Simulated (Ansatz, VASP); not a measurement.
GaH in VASP and in Ansatz

```
Ga H
1.0
     2.91775    0.00000    0.00000
     0.00000    2.91775    0.00000
     0.00000    0.00000    2.91775
Ga H
1 1
Direct
  0.50000 0.50000 0.50000
  0.00000 0.00000 0.00000
```

Change from the starting cell: species swapped into the LiMg type (Pm-3m, No. 221).

Alike in both runs: functional PBE; k mesh 4 × 4 × 4; occupations gaussian, width 0.15 eV; no spin polarisation.

Ansatz relaxed the structure, and its values are those at the end. VASP's run is a single point on that final structure, the one shown.

```csv
,VASP,Ansatz
version,VASP 6.6.1,Ansatz 0.2.0
potentials or method,"VASP PAW PBE potentials, release 64 (Ga_d, H), cutoff 500 eV","scalar-relativistic, plane waves, PAW"
valence electrons in the cell,14,14
```

Ansatz gave:

```
gap on the k mesh at the Fermi level (eV) : none
pressure (GPa)                            : 0.6
```

Estimate VASP's values.

gap on the k mesh at the Fermi level (eV): none; pressure (GPa): 0.5.

A gap of «none» marks a metal or a gap that the smearing closes.

The k mesh is coarse, so the values compare programs but aren't converged.
